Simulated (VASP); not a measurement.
# Al2Au (Fm-3m) in VASP: further runs, part 2 of 2

VASP 6.6.1. Earlier steps stand in the parts before.

## Step 3: Relaxation of cell and atoms, r2SCAN, target pressure 10 GPa, at which the enthalpy is minimised

POSCAR

```
Al2Au
1.0
    0.0000000000      3.0000000000      3.0000000000
    3.0000000000      0.0000000000      3.0000000000
    3.0000000000      3.0000000000      0.0000000000
Au Al
1 2
Direct
    0.0000000000      0.0000000000      0.0000000000
    0.7500000000      0.7500000000      0.7500000000
    0.2500000000      0.2500000000      0.2500000000
```

INCAR.step1

```
SYSTEM = Al2Au
  PREC = Accurate
  ENCUT = 600
  ISMEAR = -1
  SIGMA = 0.05
  LREAL = .False.
  LASPH = .True.
  NELM = 60
  GGA = PE
  ALGO = Normal
  EDIFF = 1E-4
  LWAVE = .True.
  LCHARG = .False.
```

INCAR.step2

```
SYSTEM = Al2Au
  PREC = Accurate
  ENCUT = 600
  EDIFF = 1E-7
  ISMEAR = -1
  SIGMA = 0.05
  LREAL = .False.
  LASPH = .True.
  NELM = 60
  ALGO = Normal
  ISIF = 3
  LWAVE = .False.
  LCHARG = .False.
  METAGGA = R2SCAN
  LMIXTAU = .True.
  IBRION = 2
  NSW = 60
  EDIFFG = -0.01
  PSTRESS = 100.0
  ISTART = 1
```

KPOINTS

```
regular mesh
0
Gamma
  8 8 8
  0 0 0
```

Potentials or basis: VASP PAW PBE potentials, release 64 (Au, Al).

Launch:

```
> cat potpaw_PBE.64/Au/POTCAR potpaw_PBE.64/Al/POTCAR > POTCAR
> cp INCAR.step1 INCAR
> mpirun -np 1 vasp_std > vasp.out
> cp INCAR.step2 INCAR
> mpirun -np 1 vasp_std > vasp.out
```

OUTCAR:

```text
SYSTEM = Al2Au
   PREC = Accurate
   ENCUT = 600
   EDIFF = 1E-7
   ISMEAR = -1
   LREAL = .False.
   LASPH = .True.
   NELM = 60
   ISIF = 3
   METAGGA = R2SCAN
   IBRION = 2
   NSW = 60
   EDIFFG = -0.01
   PSTRESS = 100.0
   ISTART = 1

 ion  position               nearest neighbor table
   1  0.000  0.000  0.000-   2 2.60   2 2.60   2 2.60   2 2.60   3 2.60   3 2.60   3 2.60   3 2.60

   2  0.750  0.750  0.750-   1 2.60   1 2.60   1 2.60   1 2.60   3 3.00   3 3.00   3 3.00   3 3.00
                             3 3.00   3 3.00
   3  0.250  0.250  0.250-   1 2.60   1 2.60   1 2.60   1 2.60   2 3.00   2 3.00   2 3.00   2 3.00
                             2 3.00   2 3.00

  LATTYP: Found a face centered cubic cell.
 ALAT       =     6.0000000000

  Lattice vectors:

 A1 = (   0.0000000000,   3.0000000000,   3.0000000000)
 A2 = (   3.0000000000,   0.0000000000,   3.0000000000)
 A3 = (   3.0000000000,   3.0000000000,   0.0000000000)

Analysis of symmetry for initial positions (statically):
=====================================================================
 Subroutine PRICEL returns:
 Original cell was already a primitive cell.

 Routine SETGRP: Setting up the symmetry group for a
 face centered cubic supercell.

 Subroutine GETGRP returns: Found 48 space group operations
 (whereof 48 operations were pure point group operations)
[... 175 lines left out ...]
  Total        0.0529493      0.0529493      0.0529493      0.0000000     -0.0000000      0.0000000
  in kB        1.5710033      1.5710033      1.5710033      0.0000000     -0.0000000      0.0000000
  external PRESSURE =     -98.4289967 kB  Pullay stress =     100.0000000 kB
[... 104 lines left out ...]
--------------------------------------- Ionic step        4  -------------------------------------------

 number of electron      16.9999999 magnetization

 Free energy of the ion-electron system (eV)
  ---------------------------------------------------
  ext. energy  EPLUGINS =         0.00000000
  ---------------------------------------------------
  free energy    TOTEN  =       -65.44856423 eV

  energy without entropy =      -65.44370813  energy(sigma->0) =      -65.44613618

 E-fermi :   8.6020     XC(G=0): -11.5988

 val. band max:        8.4135268143   @ k =   0.3750   0.1250   0.0000
 cond. band min:       8.6430092214   @ k =   0.3750   0.1250   0.0000
 fundamental gap:      0.2294824071
 Fermi energy:         8.6019810730

 k-point     1 :       0.0000    0.0000    0.0000
  band No.  band energies     occupation
      1      -3.0900      2.00000
      2       1.1850      2.00000
      3       1.1850      2.00000
      4       1.1850      2.00000
      5       2.2646      2.00000
      6       2.2646      2.00000
      7      11.6108      0.00000
      8      11.6108      0.00000
      9      11.6108      0.00000
     10      12.0020      0.00000
     11      13.0768      0.00000
     12      13.0768      0.00000
[... 331 lines left out ...]
 k-point    24 :      -0.3750    0.2500    0.1250
  band No.  band energies     occupation
      1      -0.2547      2.00000
      2       0.9940      2.00000
      3       1.5685      2.00000
      4       1.7375      2.00000
      5       2.2079      2.00000
      6       2.5096      2.00000
      7       3.1662      2.00000
      8       6.3347      2.00000
      9       7.6214      2.00000
     10      11.9973      0.00000
     11      13.0945      0.00000
     12      15.1460      0.00000

 [... further k-points ...]
[... 5 lines left out ...]
  --------------------------------------------------------------------------------------
  -------------------------------------------------------------------------------------
  Total        3.1390089      3.1390089      3.1390089      0.0000000      0.0000000      0.0000000
  in kB       99.8316996     99.8316996     99.8316996      0.0000000      0.0000000      0.0000000
  external PRESSURE =      -0.1683004 kB  Pullay stress =     100.0000000 kB
[... 22 lines left out ...]
  energy  without entropy=      -65.4437081278  energy(sigma->0) =      -65.44613618

  enthalpy is  TOTEN    =       -62.3042634176 eV   P V=        3.1443008126

 reached required accuracy - stopping structural energy minimisation
```

OUTCAR.step1:

```text
SYSTEM = Al2Au
   PREC = Accurate
   ENCUT = 600
   ISMEAR = -1
   LREAL = .False.
   LASPH = .True.
[... 587 lines left out ...]
      0.00000      0.00000      0.00000         0.000000      0.000000     -0.000000
      4.50000      4.50000      4.50000         0.000000      0.000000      0.000000
      1.50000      1.50000      1.50000        -0.000000     -0.000000     -0.000000
 -----------------------------------------------------------------------------------
    total drift:                               -0.000000      0.000000      0.000000

  FREE ENERGIE OF THE ION-ELECTRON SYSTEM (eV)
  ---------------------------------------------------
  free  energy   TOTEN  =       -12.0182705026 eV

  energy  without entropy=      -12.0097023281  energy(sigma->0) =      -12.01398642
```

Run time: 4.8 min. Hardware: 1 thread of AMD EPYC 9R45 (Zen 5), shared host; peak memory 0.21 GiB.

What came out:

```yaml
Free_energy: -65.4486 eV
Relaxed_volume: 16.79 Å³/atom
Relaxed_cell: a = 4.146 Å, b = 4.146 Å, c = 4.146 Å, α = 60.00°, β = 60.00°, γ = 60.00°
Space_group_after_relaxing_to_0.05_Å: Fm-3m (No. 225)
Energy_change_on_relaxing_the_enthalpy_is_what_falls: +35.6 meV/atom
Ionic_steps: 4
Pressure_after_relaxing: 10.0 GPa
```

Step by step:
```tsv
step	energy change (eV)	largest force (eV/Å)	pressure (GPa)	volume (Å³)
1	0.0000	0.0000	0.16	54.00
2	0.6412	0.0000	29.04	45.81
3	0.1026	0.0000	9.76	50.45
4	0.1069	0.0000	9.98	50.38
```

Final structure:
```
CELL_PARAMETERS angstrom
0.00000 2.93135 2.93135
2.93135 0.00000 2.93135
2.93135 2.93135 0.00000
ATOMIC_POSITIONS crystal
Au 0.00000 0.00000 0.00000
Al 0.75000 0.75000 0.75000
Al 0.25000 0.25000 0.25000
```

Caveat: the cell is relaxed towards a set pressure, so the enthalpy falls and the energy may rise; the PAW data sets were made with another functional, which shifts forces and pressure a little; spin-orbit coupling is left out, which moves the levels of the heavy elements.
